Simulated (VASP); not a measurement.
Runs of VASP 6.6.1 on GaP. The structure is that of space group Cmcm (No. 63), or close to it. The cells are those of the table. 

| task | cell | k mesh | cutoff (eV) | smearing | gap on the mesh (eV) | pressure (GPa) | largest force (eV/Å) |
| --- | --- | --- | --- | --- | --- | --- | --- |
| single point | a = 3.398, b = 3.398, c = 13.595 Å, angles 90.0, 90.0, 92.9°, 12 atoms | 6 × 6 × 2 | 520 | gaussian 0.1 eV | none | 30.8 | (a) |
| single point | a = 3.371, b = 3.371, c = 13.099 Å, angles 90.0, 90.0, 93.8°, 12 atoms | 10 × 10 × 4 | 520 | fermi-dirac 0.1 eV | none | 42.8 | 0.02 |
| single point | a = 3.414, b = 3.414, c = 13.463 Å, angles 90.0, 90.0, 93.4°, 12 atoms | 10 × 10 × 4 | 520 | fermi-dirac 0.1 eV | none | 30.8 | 0.02 |
| relaxation of cell and atoms | relaxed to 30.7 GPa from a = 3.377, b = 3.377, c = 13.335 Å, angles 90.0, 90.0, 93.7°, 12 atoms | 6 × 6 × 2 | 600 | gaussian 0.1 eV | none | 30.5 | 0.04 |

Alike in all rows: level PBEsol; potentials or basis VASP PAW PBE potentials, release 64 (P, Ga_d); no spin polarisation.

Q: Estimate the missing entries.

A: (a) 0.01.

Caveats: the PAW data sets were made with another functional, which shifts forces and pressure a little; the cell is relaxed towards a set pressure, so the enthalpy falls and the energy may rise (some runs); the relaxation stopped at a loose force limit of 0.05 eV/Å, so its end isn't a converged minimum (some runs).

A k mesh can miss the band edges, and the runs leave out spin-orbit coupling on Ga.

A gap of «none» marks levels without a gap at the run's occupations.
